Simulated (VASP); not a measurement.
# Al2O3 (P-6m2) in VASP: notebook

The runs below take Al2O3 through single point, with PBE+D3(BJ).

Everything below comes from runs of VASP 6.6.1. Logs are shortened: lines on timing, memory, paths and dates and some standing lists are left out, and cuts for length are marked.

## 1. The cell of the first run

It takes space group P-6m2 (No. 187, hexagonal). The conventional cell has a = 2.925 Å, b = 2.925 Å, c = 6.640 Å, α = 90.00°, β = 90.00°, γ = 120.00°. Al (site symmetry 3m) has 6 O at 1.80 to 2.11 Å within 2.4 Å. O (site symmetry 3m) has 3 Al at 1.80 Å within 2.4 Å. Within 2.8 Å of O (site symmetry -6m2) lie 6 Al at 2.11 Å and 6 O at 2.53 Å.

## 2. Single point, PBE+D3(BJ)

Input file INCAR:

```
SYSTEM = Al2O3
ALGO = Normal
EDIFF = 1E-7
ENCUT = 520
GGA = PE
ISIF = 2
ISMEAR = 0
IVDW = 12
LASPH = .True.
LCHARG = .False.
LREAL = .False.
LWAVE = .False.
NBANDS = 20
NELM = 100
PREC = Accurate
SIGMA = 0.05
```

Input file KPOINTS:

```
k-points
0
Gamma
  9 9 4
  0 0 0
```

Input file POSCAR:

```
Al2O3
1.0
    2.9245000000      0.0000000000      0.0000000000
   -1.4622500000      2.5326912934      0.0000000000
    0.0000000000      0.0000000000      6.6396000000
Al O
2 3
Direct
    0.0000000000      0.0000000000      0.1907358529
    0.0000000000      0.0000000000      0.8092641471
    0.3333333333      0.6666666667      0.2840924954
    0.6666666667      0.3333333333      0.0000000000
    0.3333333333      0.6666666667      0.7159075046
```

Potentials or basis: VASP PAW PBE potentials, release 64 (Al, O).

The run is started by

```sh
$ cat potpaw_PBE.64/Al/POTCAR potpaw_PBE.64/O/POTCAR > POTCAR
$ mpirun -np 1 vasp_std > vasp.out
```

OUTCAR:

```text
SYSTEM = Al2O3
   EDIFF = 1E-7
   ENCUT = 520
   GGA = PE
   ISIF = 2
   ISMEAR = 0
   IVDW = 12
   LASPH = .True.
   LREAL = .False.
   NELM = 100
   PREC = Accurate
 IVDW          = 12

 ion  position               nearest neighbor table
   1  0.000  0.000  0.191-   3 1.80   3 1.80   3 1.80   4 2.11   4 2.11   4 2.11   2 2.53
   2  0.000  0.000  0.809-   5 1.80   5 1.80   5 1.80   4 2.11   4 2.11   4 2.11   1 2.53
   3  0.333  0.667  0.284-   1 1.80   1 1.80   1 1.80
   4  0.667  0.333  0.000-   1 2.11   2 2.11   1 2.11   2 2.11   1 2.11   2 2.11
   5  0.333  0.667  0.716-   2 1.80   2 1.80   2 1.80

  LATTYP: Found a hexagonal cell.
 ALAT       =     2.9245000000
 C/A-ratio  =     2.2703368097

  Lattice vectors:

 A1 = (   2.9245000000,   0.0000000000,   0.0000000000)
 A2 = (  -1.4622500000,   2.5326912934,   0.0000000000)
 A3 = (   0.0000000000,   0.0000000000,   6.6396000000)

Analysis of symmetry for initial positions (statically):
=====================================================================
 Subroutine PRICEL returns:
 Original cell was already a primitive cell.

 Routine SETGRP: Setting up the symmetry group for a
 hexagonal supercell.

 Subroutine GETGRP returns: Found 12 space group operations
 (whereof 12 operations were pure point group operations)
 out of a pool of 24 trial point group operations.

The static configuration has the point symmetry D_3h.

Analysis of symmetry for dynamics (positions and initial velocities):
=====================================================================
 Subroutine PRICEL returns:
 Original cell was already a primitive cell.

 Routine SETGRP: Setting up the symmetry group for a
 hexagonal supercell.

 Subroutine GETGRP returns: Found 12 space group operations
 (whereof 12 operations were pure point group operations)
 out of a pool of 24 trial point group operations.

The dynamic configuration has the point symmetry D_3h.

 Subroutine INISYM returns: Found 12 space group operations
 (whereof 12 operations are pure point group operations),
 and found     1 'primitive' translations

----------------------------------------------------------------------------------------

                                     Primitive cell

  volume of cell :      49.1786

[... 93 lines left out ...]
   NELM   =    100;   NELMIN=  2; NELMDL= -5     # of ELM steps
   EDIFF  = 0.1E-06   stopping-criterion for ELM
   LREAL  =      F    real-space projection
   EDIFFG = 0.1E-05   stopping-criterion for IOM
   NSW    =      0    number of steps for IOM
   IBRION =     -1    ionic relax: 0-MD 1-quasi-New 2-CG
   NFREE  =      0    steps in history (QN), initial steepest desc. (CG)
   ISIF   =      2    stress and relaxation
   ISYM   =      2    0-nonsym 1-usesym 2-fastsym
   POTIM  = 0.5000    time-step for ionic-motion
   TEBEG  =    0.0;   TEEND  =   0.0 temperature during run
   PSTRESS=    0.0 pullay stress
   NELECT =      24.0000    total number of electrons
   NUPDOWN=      -1.0000    fix difference up-down
   EMIN   =  10.00;   EMAX   =-10.00  energy-range for DOS
   EFERMI =   0.00;   METHOD = LEGACY
   ISMEAR =     0;   SIGMA  =   0.05  broadening in eV -4-tet -1-fermi 0-gaus
   EFERMI_NEDOS =   21; number of points for ismear=-14 and -15
   IALGO  =     38    algorithm
   IMIX   =      4    mixing-type and parameters
     AMIX     =   0.40;   BMIX     =  1.00
     AMIX_MAG =   1.60;   BMIX_MAG =  1.00
  volume/ion in A,a.u.               =       9.84        66.37
  Fermi-wavevector in a.u.,A,eV,Ry     =   1.288902  2.435672 22.602937  1.661269
  Thomas-Fermi vector in A             =   2.420828
   LORBIT       =      0    0 simple, 1 ext, 2 COOP (PROOUT), +10 PAW based schemes
   GGA     = PE    functional components
   LHFCALC =     F    Hartree Fock is set to
   AEXX    =    0.0000 exact exchange contribution
   IVDW    =    12    specifies the selected vdW correction
   LEPSILON=     F    determine dielectric tensor
   LRPA    =     F    only Hartree local field effects (RPA)
 non-spin polarized calculation
 Gauss-broadening in eV      SIGMA  =   0.05
  energy-cutoff  :      520.00
  volume of cell :       49.18
 maximum number of plane-waves:      1363
 NGX is ok and might be reduce to    24
   NGX = 11   NGY = 11   NGZ = 25

 number of electron      23.9999993 magnetization

 Free energy of the ion-electron system (eV)
  ---------------------------------------------------
  ext. energy  EPLUGINS =         0.00000000
  ---------------------------------------------------
  free energy    TOTEN  =       -35.86983897 eV

  energy without entropy =      -35.86983897  energy(sigma->0) =      -35.86983897

 E-fermi :   5.2098     XC(G=0): -10.6646

 val. band max:        4.9240820615   @ k =   0.1111   0.0000   0.0000
 cond. band min:       8.5628460678   @ k =   0.0000   0.0000   0.0000
 fundamental gap:      3.6387640063
 Fermi energy:         5.2098143948

 k-point     1 :       0.0000    0.0000    0.0000
  band No.  band energies     occupation
      1     -15.0134      2.00000
      2     -13.1252      2.00000
      3     -12.0783      2.00000
      4      -0.3247      2.00000
      5       1.9618      2.00000
      6       2.1754      2.00000
[... 541 lines left out ...]
     19      18.4585      0.00000
     20      18.5130      0.00000

 [... further k-points ...]

------------------------ aborting loop because EDIFF is reached ----------------------------------------

 Edisp (eV)   -1.02463

 E8    (eV) :    -0.3875

  FORCE on cell =-STRESS in cart. coord.  units (eV):
  Direction    XX          YY          ZZ          XY          YZ          ZX
  --------------------------------------------------------------------------------------
  -------------------------------------------------------------------------------------
  Total      -1.94352    -1.94352     8.15049     0.00000     0.00000     0.00000
  in kB     -63.31758   -63.31758   265.53312     0.00000     0.00000     0.00000
  external pressure =       46.30 kB  Pullay stress =        0.00 kB

 VOLUME and BASIS-vectors are now :
 -----------------------------------------------------------------------------
  energy-cutoff  :      520.00
  volume of cell :       49.18
      direct lattice vectors                 reciprocal lattice vectors
     2.924500000  0.000000000  0.000000000     0.341938793  0.197418454  0.000000000
    -1.462250000  2.532691293  0.000000000     0.000000000  0.394836908  0.000000000
     0.000000000  0.000000000  6.639600000     0.000000000  0.000000000  0.150611483

 POSITION                                       TOTAL-FORCE (eV/Angst)
 -----------------------------------------------------------------------------------
      0.00000      0.00000      1.26641         0.000000     -0.000000      1.759511
      0.00000      0.00000      5.37319         0.000000     -0.000000     -1.759511
     -0.00000      1.68846      1.88626        -0.000000      0.000000      0.632733
      1.46225      0.84423      0.00000         0.000000      0.000000      0.000000
     -0.00000      1.68846      4.75334        -0.000000      0.000000     -0.632733
 -----------------------------------------------------------------------------------
    total drift:                                0.000000     -0.000000     -0.000000

  FREE ENERGIE OF THE ION-ELECTRON SYSTEM (eV)
  ---------------------------------------------------
  free  energy   TOTEN  =       -36.8944696050 eV

  energy  without entropy=      -36.8944696050  energy(sigma->0) =      -36.89446960
```

stdout:

```text
POSCAR found type information on POSCAR AlO
 POSCAR found :  2 types and       5 ions
 scaLAPACK will be used
 LDA part: xc-table for (Slater+PW92), standard interpolation
 POSCAR, INCAR and KPOINTS ok, starting setup
 FFT: planning ... GRIDC
 FFT: planning ... GRID_SOFT
 FFT: planning ... GRID
 WAVECAR not read
 entering main loop
```

Run time: 18 s. Hardware: 1 thread of AMD EPYC 9R45 (Zen 5), shared host; peak memory 0.16 GiB.

Results:

- Free energy: -36.8945 eV
- Pressure: 4.6 GPa
- Largest force: 1.760 eV/Å
- Band gap on the k mesh: 3.64 eV (least direct gap 3.73 eV)
- Dispersion energy per atom: -0.205 eV

Forces in eV/Å, atoms in the order of the input:
```
Al   0.000  0.000  1.760
Al   0.000  0.000 -1.760
O    0.000  0.000  0.633
O    0.000  0.000  0.000
O    0.000  0.000 -0.633
```

Levels at points of the mesh, in eV from the valence-band top:
```tsv
k point	band 8	band 9	band 10	band 11	band 12	band 13	band 14	band 15	band 16	band 17
(0.00, 0.00, 0.00)	-1.87	-1.87	-1.57	-1.57	-0.09	3.64	6.66	8.26	12.25	13.20
(0.00, 0.00, 0.50)	-1.93	-1.82	-1.52	-1.52	-1.19	4.17	6.67	7.67	13.09	13.24
```

Caveat: the cell stands under pressure; an odd mesh through Γ misses points on the zone boundary, where band edges can lie; forces of over 1 eV/Å act on the atoms, so gaps and moduli don't describe the material at rest.

## 3. Single point, PBE+D3(BJ)

This run uses another cell than the first one, of 9.78 Å³/atom.

Input file INCAR:

```
SYSTEM = Al2O3
PREC = Accurate ; ENCUT = 520
EDIFF = 1E-7 ; ISMEAR = 0
SIGMA = 0.05 ; LREAL = .FALSE.
LASPH = .TRUE. ; NELM = 60
ALGO = Normal ; ISIF = 2
LWAVE = .FALSE. ; LCHARG = .FALSE.
GGA = PE ; IVDW = 12
NBANDS = 20
```

Input file KPOINTS:

```
Automatic mesh
0
G
  9 9 4
  0 0 0
```

POSCAR: that of step 2 with these lines changed.

```diff
@@ -2,5 +2,5 @@
 1.0
-    2.9245000000      0.0000000000      0.0000000000
-   -1.4622500000      2.5326912934      0.0000000000
-    0.0000000000      0.0000000000      6.6396000000
+    2.7812000000      0.0000000000      0.0000000000
+   -1.3906000000      2.4085898530      0.0000000000
+    0.0000000000      0.0000000000      7.2962596973
 Al O
```

Potentials or basis: VASP PAW PBE potentials, release 64 (Al, O).

The run is started by

```sh
$ cat potpaw_PBE.64/Al/POTCAR potpaw_PBE.64/O/POTCAR > POTCAR
$ mpirun -np 1 vasp_std > vasp.out
```

OUTCAR:

```text
SYSTEM = Al2O3
   PREC = Accurate
   ENCUT = 520
   EDIFF = 1E-7
   ISMEAR = 0
   LREAL = .FALSE.
   LASPH = .TRUE.
   NELM = 60
   ISIF = 2
   GGA = PE
   IVDW = 12
 IVDW          = 12

 ion  position               nearest neighbor table
   1  0.000  0.000  0.191-   3 1.74   3 1.74   3 1.74   4 2.12   4 2.12   4 2.12   2 2.78
   2  0.000  0.000  0.809-   5 1.74   5 1.74   5 1.74   4 2.12   4 2.12   4 2.12   1 2.78
   3  0.333  0.667  0.284-   1 1.74   1 1.74   1 1.74
   4  0.667  0.333  0.000-   1 2.12   2 2.12   1 2.12   2 2.12   1 2.12   2 2.12
   5  0.333  0.667  0.716-   2 1.74   2 1.74   2 1.74

  LATTYP: Found a hexagonal cell.
 ALAT       =     2.7812000000
 C/A-ratio  =     2.6234214358

  Lattice vectors:

 A1 = (   2.7812000000,   0.0000000000,   0.0000000000)
 A2 = (  -1.3906000000,   2.4085898530,   0.0000000000)
 A3 = (   0.0000000000,   0.0000000000,   7.2962596973)

Analysis of symmetry for initial positions (statically):
=====================================================================
 Subroutine PRICEL returns:
 Original cell was already a primitive cell.

 Routine SETGRP: Setting up the symmetry group for a
 hexagonal supercell.

 Subroutine GETGRP returns: Found 12 space group operations
 (whereof 12 operations were pure point group operations)
 out of a pool of 24 trial point group operations.

The static configuration has the point symmetry D_3h.

Analysis of symmetry for dynamics (positions and initial velocities):
=====================================================================
 Subroutine PRICEL returns:
 Original cell was already a primitive cell.

 Routine SETGRP: Setting up the symmetry group for a
 hexagonal supercell.

 Subroutine GETGRP returns: Found 12 space group operations
 (whereof 12 operations were pure point group operations)
 out of a pool of 24 trial point group operations.

The dynamic configuration has the point symmetry D_3h.

 Subroutine INISYM returns: Found 12 space group operations
 (whereof 12 operations are pure point group operations),
 and found     1 'primitive' translations

----------------------------------------------------------------------------------------

                                     Primitive cell

  volume of cell :      48.8760

  direct lattice vectors                    reciprocal lattice vectors
     2.781200000  0.000000000  0.000000000     0.359557026  0.207590346  0.000000000
    -1.390600000  2.408589853  0.000000000     0.000000000  0.415180691  0.000000000
     0.000000000  0.000000000  7.296259697     0.000000000  0.000000000  0.137056525

  length of vectors
     2.781200000  2.781200000  7.296259697     0.415180691  0.415180691  0.137056525

  position of ions in fractional coordinates (direct lattice)
     0.000000000  0.000000000  0.190735853
     0.000000000  0.000000000  0.809264147
     0.333333333  0.666666667  0.284092495
     0.666666667  0.333333333  0.000000000
     0.333333333  0.666666667  0.715907505

  ion indices of the primitive-cell ions
   primitive index   ion index
                 1           1
                 2           2
                 3           3
[... 26 lines left out ...]

 Found     36 irreducible k-points:

 Following reciprocal coordinates:
            Coordinates               Weight
  0.000000  0.000000  0.000000      1.000000
  0.111111 -0.000000  0.000000      6.000000
  0.222222  0.000000  0.000000      6.000000
  0.333333  0.000000  0.000000      6.000000
  0.444444  0.000000  0.000000      6.000000
  0.111111  0.111111  0.000000      6.000000
[... 16 lines left out ...]
  0.333333  0.222222  0.250000     24.000000
  0.333333  0.333333  0.250000      4.000000
 [... further k-points ...]
   k-points           NKPTS =     36   k-points in BZ     NKDIM =     36   number of bands    NBANDS=     20
   number of dos      NEDOS =    301   number of ions     NIONS =      5
   total plane-waves  NPLWV =  31104
   dimension x,y,z NGX =    24 NGY =   24 NGZ =   54
   dimension x,y,z NGXF=    48 NGYF=   48 NGZF=  108
   ions per type =               2   3
   NGX,Y,Z   is equivalent  to a cutoff of  14.35, 14.35, 12.30 a.u.
   NGXF,Y,Z  is equivalent  to a cutoff of  28.69, 28.69, 24.61 a.u.
 SYSTEM =  Al2O3
   PREC   = accura    normal or accurate (medium, high low for compatibility)
   ISTART =      0    job   : 0-new  1-cont  2-samecut
   ICHARG =      2    charge: 1-file 2-atom 10-const
   ISPIN  =      1    spin polarized calculation?
   LNONCOLLINEAR =      F non collinear calculations
   LSORBIT =      F    spin-orbit coupling
   LASPH  =      T    aspherical Exc in radial PAW
   ENCUT  =  520.0 eV  38.22 Ry    6.18 a.u.   5.17  5.17 13.57*2*pi/ulx,y,z
   NELM   =     60;   NELMIN=  2; NELMDL= -5     # of ELM steps
   EDIFF  = 0.1E-06   stopping-criterion for ELM
   LREAL  =      F    real-space projection
   EDIFFG = 0.1E-05   stopping-criterion for IOM
   NSW    =      0    number of steps for IOM
   IBRION =     -1    ionic relax: 0-MD 1-quasi-New 2-CG
   NFREE  =      0    steps in history (QN), initial steepest desc. (CG)
   ISIF   =      2    stress and relaxation
   ISYM   =      2    0-nonsym 1-usesym 2-fastsym
   POTIM  = 0.5000    time-step for ionic-motion
   TEBEG  =    0.0;   TEEND  =   0.0 temperature during run
   PSTRESS=    0.0 pullay stress
   NELECT =      24.0000    total number of electrons
   NUPDOWN=      -1.0000    fix difference up-down
   EMIN   =  10.00;   EMAX   =-10.00  energy-range for DOS
   EFERMI =   0.00;   METHOD = LEGACY
   ISMEAR =     0;   SIGMA  =   0.05  broadening in eV -4-tet -1-fermi 0-gaus
   EFERMI_NEDOS =   21; number of points for ismear=-14 and -15
   IALGO  =     38    algorithm
   IMIX   =      4    mixing-type and parameters
     AMIX     =   0.40;   BMIX     =  1.00
     AMIX_MAG =   1.60;   BMIX_MAG =  1.00
  volume/ion in A,a.u.               =       9.78        65.97
  Fermi-wavevector in a.u.,A,eV,Ry     =   1.291557  2.440688 22.696131  1.668119
  Thomas-Fermi vector in A             =   2.423319
   LORBIT       =      0    0 simple, 1 ext, 2 COOP (PROOUT), +10 PAW based schemes
   GGA     = PE    functional components
   LHFCALC =     F    Hartree Fock is set to
   AEXX    =    0.0000 exact exchange contribution
   IVDW    =    12    specifies the selected vdW correction
   LEPSILON=     F    determine dielectric tensor
   LRPA    =     F    only Hartree local field effects (RPA)
 non-spin polarized calculation
 Gauss-broadening in eV      SIGMA  =   0.05
  energy-cutoff  :      520.00
  volume of cell :       48.88
 maximum number of plane-waves:      1335
 NGX is ok and might be reduce to    24
   NGX = 11   NGY = 11   NGZ = 27

 number of electron      24.0000005 magnetization

 Free energy of the ion-electron system (eV)
  ---------------------------------------------------
  ext. energy  EPLUGINS =         0.00000000
  ---------------------------------------------------
  free energy    TOTEN  =       -36.08294456 eV

  energy without entropy =      -36.08294456  energy(sigma->0) =      -36.08294456

 E-fermi :   4.4626     XC(G=0): -10.5787

 val. band max:        4.1851338229   @ k =   0.1111   0.1111   0.0000
 cond. band min:       9.6146534806   @ k =   0.0000   0.0000   0.0000
 fundamental gap:      5.4295196577
 Fermi energy:         4.4626120741

 k-point     1 :       0.0000    0.0000    0.0000
  band No.  band energies     occupation
      1     -15.1998      2.00000
      2     -14.0301      2.00000
      3     -12.8166      2.00000
      4      -1.3048      2.00000
      5       1.3965      2.00000
      6       2.6186      2.00000
[... 541 lines left out ...]
     19      17.9112      0.00000
     20      18.2664      0.00000

 [... further k-points ...]

------------------------ aborting loop because EDIFF is reached ----------------------------------------

 Edisp (eV)   -1.03484

 E8    (eV) :    -0.3913

  FORCE on cell =-STRESS in cart. coord.  units (eV):
  Direction    XX          YY          ZZ          XY          YZ          ZX
  --------------------------------------------------------------------------------------
  -------------------------------------------------------------------------------------
  Total       6.45244     6.45244     1.02219     0.00000     0.00000     0.00000
  in kB     211.51393   211.51393    33.50801     0.00000     0.00000     0.00000
  external pressure =      152.18 kB  Pullay stress =        0.00 kB

 VOLUME and BASIS-vectors are now :
 -----------------------------------------------------------------------------
  energy-cutoff  :      520.00
  volume of cell :       48.88
      direct lattice vectors                 reciprocal lattice vectors
     2.781200000  0.000000000  0.000000000     0.359557026  0.207590346  0.000000000
    -1.390600000  2.408589853  0.000000000     0.000000000  0.415180691  0.000000000
     0.000000000  0.000000000  7.296259697     0.000000000  0.000000000  0.137056525

 POSITION                                       TOTAL-FORCE (eV/Angst)
 -----------------------------------------------------------------------------------
      0.00000      0.00000      1.39166         0.000000      0.000000     -0.702222
      0.00000      0.00000      5.90460         0.000000      0.000000      0.702222
     -0.00000      1.60573      2.07281        -0.000000     -0.000000      0.759738
      1.39060      0.80286      0.00000         0.000000      0.000000      0.000000
     -0.00000      1.60573      5.22345        -0.000000     -0.000000     -0.759738
 -----------------------------------------------------------------------------------
    total drift:                                0.000000     -0.000000      0.000000

  FREE ENERGIE OF THE ION-ELECTRON SYSTEM (eV)
  ---------------------------------------------------
  free  energy   TOTEN  =       -37.1177797357 eV

  energy  without entropy=      -37.1177797357  energy(sigma->0) =      -37.11777974
```

Wall time 19 s (1 thread of AMD EPYC 9R45 (Zen 5), shared host); peak memory 0.16 GiB.

Results:

- Free energy: -37.1178 eV
- Pressure: 15.2 GPa
- Largest force: 0.760 eV/Å
- Band gap on the k mesh: 5.43 eV (least direct gap 5.59 eV)
- Dispersion energy per atom: -0.207 eV

Forces on the atoms (eV/Å):
```
Al   0.000  0.000 -0.702
Al   0.000  0.000  0.702
O    0.000  0.000  0.760
O    0.000  0.000  0.000
O    0.000  0.000 -0.760
```

Caveat: the cell stands under pressure; an odd mesh through Γ misses points on the zone boundary, where band edges can lie.
